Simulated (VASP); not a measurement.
Write the native input for VASP 6.6.1 that does the following.

```
Task                   : single point
Functional             : r2SCAN
Potentials or basis    : VASP PAW PBE potentials, release 64 (W_sv, C)
Cutoff                 : 520 eV
k mesh                 : 13 × 13 × 12
Occupations            : fermi-dirac, width 0.1 eV
Spin                   : no spin polarisation
Dipole correction      : no
Further INCAR settings : ALGO = Normal; EDIFF = 1e-06; NBANDS = 16
```

Crystal: WC.

```xyz
2
Lattice="2.9128 0.0000 0.0000 -1.4564 2.5226 0.0000 0.0000 0.0000 2.8362" Properties=species:S:1:pos:R:3 pbc="T T T"
W     0.0000    0.0000    0.0000
C     1.4564    0.8409    1.4181
```

One way to write it, as run:

POSCAR

```
WC
1.0
    2.9128406500      0.0000000029      0.0000000000
   -1.4564203275      2.5225939986      0.0000000000
    0.0000000000      0.0000000000      2.8361769500
W C
1 1
Direct
    0.0000000000      0.0000000000      0.0000000000
    0.6666666667      0.3333333333      0.5000000000
```

INCAR.step1

```
PREC = Accurate
ENCUT = 520
ISMEAR = -1
SIGMA = 0.1
LREAL = False
LASPH = True
NELM = 60
NBANDS = 16
GGA = PE
ALGO = Normal
EDIFF = 1E-4
LWAVE = True
LCHARG = False
```

INCAR.step2

```
PREC = Accurate
ENCUT = 520
EDIFF = 1E-6
ISMEAR = -1
SIGMA = 0.1
LREAL = False
LASPH = True
NELM = 60
ALGO = Normal
ISIF = 2
LWAVE = False
LCHARG = False
METAGGA = R2SCAN
LMIXTAU = True
NBANDS = 16
ISTART = 1
```

KPOINTS

```
Automatic mesh
0
Gamma
  13 13 12
```

Potentials or basis: VASP PAW PBE potentials, release 64 (W_sv, C).

Command:

```bash
$ cat potpaw_PBE.64/W_sv/POTCAR potpaw_PBE.64/C/POTCAR > POTCAR
$ cp INCAR.step1 INCAR
$ mpirun -np 1 vasp_std > vasp.out
$ cp INCAR.step2 INCAR
$ mpirun -np 1 vasp_std > vasp.out
```

It gave:

| Property | Result |
| --- | --- |
| Pressure | 1.7 GPa |
| Band gap on the k mesh | zero (bands 9 and 10 overlap by 1.32 eV) |

Caveat: the PAW data sets were made with another functional, which shifts forces and pressure a little; spin-orbit coupling is left out, which moves the levels of the heavy elements.

Run time: 2.7 min on 1 thread of Intel Xeon 8259CL (shared host), peak memory 0.19 GiB.
